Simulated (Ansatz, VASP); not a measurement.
## KP2: VASP beside Ansatz

```
K P
1.0
     4.58250    0.00000    0.00000
    -2.29125    3.96856    0.00000
     0.00000    0.00000    6.01111
K P
1 2
Direct
  0.00000 0.00000 0.00000
  0.33333 0.66667 0.68599
  0.66667 0.33333 0.31401
```

Alike in both runs: task single point; functional PBE; dispersion D3(BJ); k mesh 6 × 6 × 4; occupations gaussian, width 0.1 eV; no spin polarisation.

|  | VASP | Ansatz |
| --- | --- | --- |
| version | VASP 6.6.1 | Ansatz 0.2.0 |
| potentials or method | VASP PAW PBE potentials, release 64 (K_sv, P), cutoff 520 eV | scalar-relativistic, plane waves, PAW |
| valence electrons in the cell | 19 | 19 |

|  | VASP | Ansatz | Ansatz less VASP |
| --- | --- | --- | --- |
| gap on the k mesh at the Fermi level (eV) | none | none | - |
| pressure (GPa) | -5.7 | -5.7 | -0.01 |
| traceless stress, the component that is largest in VASP (GPa) | -3.76 | -3.76 | -0.001 |
| rms of the force components (eV/Å) | 1.132 | 1.130 | -0.0027 |

Atom by atom the forces differ by 0.003 eV/Å (rms over components). A gap of «none» marks a metal or a gap that the smearing closes.
